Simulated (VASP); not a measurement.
# Zn (Fm-3m) in VASP: settings compared, part 2 of 2

VASP 6.6.1.

### Step 3. Single point, PBEsol (volume scaled by 0.98)

The input, INCAR:

```
PREC = Accurate
ENCUT = 520
EDIFF = 1E-6
ISMEAR = -1
SIGMA = 0.05
LREAL = F
LASPH = T
NELM = 60
ALGO = Normal
ISIF = 2
LWAVE = F
LCHARG = T
GGA = PS
LELF = T
LVHAR = T
NBANDS = 12
```

The input, KPOINTS:

```
Automatic mesh
0
Gamma
  12 12 12
```

The input, POSCAR:

```
Zn
1.0
    0.0000000000      1.9515891866      1.9515891866
    1.9515891866      0.0000000000      1.9515891866
    1.9515891866      1.9515891866      0.0000000000
Zn
1
Direct
    0.0000000000      0.0000000000      0.0000000000
```

Potentials or basis: VASP PAW PBE potentials, release 64 (Zn).

Started as:

```
$ cat potpaw_PBE.64/Zn/POTCAR > POTCAR
$ mpirun -np 1 vasp_std > vasp.out
```

Run time: 40 s. Hardware: 1 thread of AMD EPYC 7R13, shared host; peak memory 0.11 GiB.

Results (log left out):

- Free energy: -1.5450 eV
- Pressure: -3.6 GPa
- Band gap on the k mesh: zero (band 6 reaches 5.31 eV, above the bottom of band 7 at 1.70 eV)

Levels at points of the mesh, in eV from the Fermi level:
```tsv
k point	band 2	band 3	band 4	band 5	band 6	band 7	band 8	band 9	band 10	band 11
(0.00, 0.00, 0.00)	-7.59	-7.59	-7.59	-7.19	-7.19	18.58	18.58	18.58	19.12	21.33
(0.50, 0.00, 0.00)	-7.59	-7.59	-6.90	-6.90	-2.94	-1.30	15.51	15.51	17.64	19.21
(0.50, 0.50, 0.00)	-8.23	-6.91	-6.82	-6.82	-1.01	1.85	8.56	8.56	12.27	13.51
```

Caveat: the PAW data sets were made with another functional, which shifts forces and pressure a little.

### Step 4. Single point, LDA (volume scaled by 1.02)

The input, INCAR:

```
SYSTEM = Zn
PREC     = Accurate       ! precision mode
ENCUT    = 520            ! plane-wave cutoff, eV
EDIFF    = 1E-6           ! SCF threshold, eV
ISMEAR   = -1             ! smearing method
SIGMA    = 0.05           ! smearing width, eV
LREAL    = .False.        ! projectors in reciprocal space
LASPH    = .True.         ! aspherical terms in the spheres
NELM     = 60             ! most SCF steps
ALGO     = Normal         ! electronic algorithm
ISIF     = 2              ! what is computed and relaxed
LWAVE    = .False.        ! write WAVECAR
LCHARG   = .True.         ! write CHGCAR
GGA      = CA             ! functional
LELF     = .True.         ! ELF
LVHAR    = .True.       
NBANDS   = 12             ! bands
```

The input, KPOINTS:

```
Automatic mesh
0
Gamma
  12 12 12
  0 0 0
```

The input, POSCAR:

```
Zn
1.0
    0.0000000000      1.9777881408      1.9777881408
    1.9777881408      0.0000000000      1.9777881408
    1.9777881408      1.9777881408      0.0000000000
Zn
1
Direct
    0.0000000000      0.0000000000      0.0000000000
```

Potentials or basis: VASP PAW LDA potentials, release 64 (Zn).

Started as:

```
$ cat potpaw_LDA.64/Zn/POTCAR > POTCAR
$ mpirun -np 1 vasp_std > vasp.out
```

OUTCAR:

```text
SYSTEM = Zn
   PREC = Accurate
   ENCUT = 520
   EDIFF = 1E-6
   ISMEAR = -1
   LREAL = .False.
   LASPH = .True.
   NELM = 60
   ISIF = 2
   GGA = CA

 ion  position               nearest neighbor table
   1  0.000  0.000  0.000-

  LATTYP: Found a face centered cubic cell.
 ALAT       =     3.9555762816

  Lattice vectors:

 A1 = (   0.0000000000,   1.9777881408,   1.9777881408)
 A2 = (   1.9777881408,   0.0000000000,   1.9777881408)
[... 539 lines left out ...]
     12      25.9730      0.00000

 [... further k-points ...]

------------------------ aborting loop because EDIFF is reached ----------------------------------------

  FORCE on cell =-STRESS in cart. coord.  units (eV):
  Direction    XX          YY          ZZ          XY          YZ          ZX
  --------------------------------------------------------------------------------------
  -------------------------------------------------------------------------------------
  Total       -0.8684841     -0.8684841     -0.8684841     -0.0000000     -0.0000000      0.0000000
  in kB      -89.9296984    -89.9296984    -89.9296984     -0.0000000     -0.0000000      0.0000000
  external PRESSURE =     -89.9296984 kB  Pullay stress =       0.0000000 kB

 VOLUME and BASIS-vectors are now :
 -----------------------------------------------------------------------------
  energy-cutoff  :      520.00
  volume of cell :       15.47
      direct lattice vectors                 reciprocal lattice vectors
     0.000000000  1.977788141  1.977788141    -0.252807664  0.252807664  0.252807664
     1.977788141  0.000000000  1.977788141     0.252807664 -0.252807664  0.252807664
     1.977788141  1.977788141  0.000000000     0.252807664  0.252807664 -0.252807664

 POSITION                                       TOTAL-FORCE (eV/Angst)
 -----------------------------------------------------------------------------------
      0.00000      0.00000      0.00000         0.000000     -0.000000      0.000000
 -----------------------------------------------------------------------------------
    total drift:                               -0.000000      0.000000      0.000000

  FREE ENERGIE OF THE ION-ELECTRON SYSTEM (eV)
  ---------------------------------------------------
  free  energy   TOTEN  =        -1.7802099105 eV

  energy  without entropy=       -1.7766154260  energy(sigma->0) =       -1.77841267
```

It took 38 s on 1 thread of AMD EPYC 7R13, shared host; peak memory 0.1 GiB.

What came out:

```
Free energy            : -1.7802 eV
Pressure               : -9.0 GPa
Band gap on the k mesh : zero (band 6 reaches 4.94 eV, above the bottom of band 7 at 1.24 eV)
```

Levels at points of the mesh, in eV from the Fermi level:
```
           k point  band 2  band 3  band 4  band 5  band 6  band 7  band 8  band 9  band 10  band 11
(0.00, 0.00, 0.00)   -7.58   -7.58   -7.58   -7.21   -7.21   17.90   17.90   17.90    18.96    20.88
(0.50, 0.00, 0.00)   -7.59   -7.59   -6.94   -6.94   -2.72   -1.41   14.92   14.92    17.52    18.86
(0.50, 0.50, 0.00)   -8.17   -6.95   -6.87   -6.87   -0.88    1.67    8.32    8.32    12.12    13.12
```

### Step 5. Single point, LDA (volume scaled by 1.04)

The input, INCAR:

```
  PREC = Accurate
  ENCUT = 520
  EDIFF = 1E-6
  ISMEAR = -1
  SIGMA = 0.05
  LREAL = False
  LASPH = True
  NELM = 80
  ALGO = Normal
  ISIF = 2
  LWAVE = False
  LCHARG = False
  NBANDS = 12
```

The input, KPOINTS:

```
Automatic mesh
0
Gamma
  12 12 12
```

The input, POSCAR:

```
Zn
1.0
    0.0000000000      1.9906312808      1.9906312808
    1.9906312808      0.0000000000      1.9906312808
    1.9906312808      1.9906312808      0.0000000000
Zn
1
Direct
    0.0000000000      0.0000000000      0.0000000000
```

Started as:

```
$ cat potpaw_LDA.64/Zn/POTCAR > POTCAR
$ mpirun -np 1 vasp_std > vasp.out
```

Wall time 43 s (1 thread of AMD EPYC 7R13, shared host); peak memory 0.1 GiB.

It converged, with:

| Quantity | Value |
| --- | --- |
| Free energy | -1.7623 eV |
| Pressure | -9.8 GPa |
| Band gap on the k mesh | zero (band 6 reaches 4.80 eV, above the bottom of band 7 at 1.07 eV) |

Levels at points of the mesh, in eV from the Fermi level:
```csv
k point,band 4,band 5,band 6,band 7,band 8,band 9
"(0.00, 0.00, 0.00)",-7.53,-7.18,-7.18,17.64,17.64,17.64
"(0.50, 0.00, 0.00)",-6.91,-6.91,-2.64,-1.43,14.70,14.70
"(0.50, 0.50, 0.00)",-6.84,-6.84,-0.82,1.60,8.23,8.23
```

### Step 6. The runs side by side

```tsv
level	potentials or basis	cell	gap on the mesh (eV)	pressure (GPa)
PBEsol	VASP PAW PBE potentials, release 64 (Zn)	a = 2.741 Å, angles 60.0°, 1 atom	none	-2.1
PBEsol	VASP PAW PBE potentials, release 64 (Zn)	a = 2.760 Å, angles 60.0°, 1 atom	none	-3.6
LDA	VASP PAW LDA potentials, release 64 (Zn)	a = 2.797 Å, angles 60.0°, 1 atom	none	-9.0
LDA	VASP PAW LDA potentials, release 64 (Zn)	a = 2.815 Å, angles 60.0°, 1 atom	none	-9.8
```

Alike in all rows: task single point; no spin polarisation; k mesh 12 × 12 × 12; cutoff (eV) 520; smearing fermi-dirac 0.05 eV.

Caveats: the PAW data sets were made with another functional, which shifts forces and pressure a little (some runs).

Total energies depend on the potentials used, so only differences within one code and one set of settings carry meaning.
